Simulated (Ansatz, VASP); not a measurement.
# Two plane-wave programs on MgF2

POSCAR

```
MgF2
1.0
    4.5596216600      0.0000000000      0.0000000000
    0.0000000000      4.5596216600      0.0000000000
    0.0000000000      0.0000000000      2.9756481900
Mg F
2 4
Direct
    0.0000000000      0.0000000000      0.0000000000
    0.5000000000      0.5000000000      0.5000000000
    0.3028000000      0.3028000000      0.0000000000
    0.1972000000      0.8028000000      0.5000000000
    0.6972000000      0.6972000000      0.0000000000
    0.8028000000      0.1972000000      0.5000000000
```

File INCAR.step1:

```
SYSTEM = MgF2
PREC = Accurate
ENCUT = 920
ISMEAR = 0
SIGMA = 0.0242
LREAL = .False.
LASPH = .True.
NELM = 120
NBANDS = 33
GGA = PE
ALGO = Normal
EDIFF = 1E-5
LWAVE = .True.
LCHARG = .False.
GGA_COMPAT = .False.
```

File INCAR.step2:

```
SYSTEM = MgF2
PREC = Accurate
ENCUT = 920
EDIFF = 1E-6
ISMEAR = 0
SIGMA = 0.0242
LREAL = .False.
LASPH = .True.
NELM = 120
ALGO = Normal
ISIF = 2
LWAVE = .False.
LCHARG = .False.
METAGGA = R2SCAN
LMIXTAU = .True.
NBANDS = 33
ISTART = 1
GGA_COMPAT = .False.
```

File KPOINTS:

```
Automatic mesh
0
Gamma
  6 6 9
  0 0 0
```

Input for Ansatz:

```yaml
crystal:
  lattice:
    - [4.55962166, 0.0, 0.0]
    - [0.0, 4.55962166, 0.0]
    - [0.0, 0.0, 2.97564819]
  atoms:
    - { symbol: Mg, position: [0.0, 0.0, 0.0] }
    - { symbol: Mg, position: [0.5, 0.5, 0.5] }
    - { symbol: F, position: [0.3028, 0.3028, 0.0] }
    - { symbol: F, position: [0.1972, 0.8028, 0.5] }
    - { symbol: F, position: [0.6972, 0.6972, 0.0] }
    - { symbol: F, position: [0.8028, 0.1972, 0.5] }
  symmetry: { tolerance: 0.0003 }
kpoints:
  mp_grid: { grid: [6, 6, 9], shift: [0, 0, 0] }
  band_path:
    path:
      - [0.0, 0.0, 0.0]
      - [0.0, 0.5, 0.0]
      - [0.5, 0.5, 0.0]
      - [0.0, 0.0, 0.0]
      - [0.0, 0.0, 0.5]
      - [0.0, 0.5, 0.5]
      - [0.5, 0.5, 0.5]
      - [0.0, 0.0, 0.5]
      - [0.0, 0.5, 0.0]
      - [0.0, 0.5, 0.5]
      - [0.5, 0.5, 0.0]
    npoints: 6
magnetization:
  spin_polarized: false
scf:
  occupations: { method: gaussian, width: 0.0242 }
  lower_state_search: "off"
  max_iter: 200
hamiltonian:
  pseudopotentials: { kind: paw }
  xc: r2scan
basis:
  ecutwfc: 500
  fft_grid_basis: typed
output:
  forces: true
  stress: true
  eigenvalues: true
  bader: true
  populations: true
  elf: true
  write_potential: true
  volumetric_format: npy
  dos:
    e_range: [-12, 8]
    de: 0.05
    projected: { site_lists: { F: [F], Mg: [Mg] } }
checkpoint:
  read: saved_state
```

Alike in both runs: task single point; functional r2SCAN; k mesh 6 × 6 × 9; occupations gaussian, width 0.0242 eV; no spin polarisation.

```csv
,VASP,Ansatz
version,VASP 6.6.1,Ansatz 0.2.0
potentials or method,"VASP PAW PBE potentials, release 64 (Mg_sv, F), cutoff 920 eV",PAW plane waves
valence electrons in the cell,48,48
```

```tsv
	VASP	Ansatz	Ansatz less VASP
gap on the k mesh at the Fermi level (eV)	8.45	8.46	+0.001
pressure (GPa)	6.6	6.1	-0.47
traceless stress, the component that is largest in VASP (GPa)	1.80	1.54	-0.266
rms of the force components (eV/Å)	0.052	0.048	-0.0047
```

VASP's potentials were made for PBE, not for r2SCAN. Atom by atom the forces differ by 0.005 eV/Å (rms over components). The functional is the same, so the differences come from potentials, cutoffs and numerics.
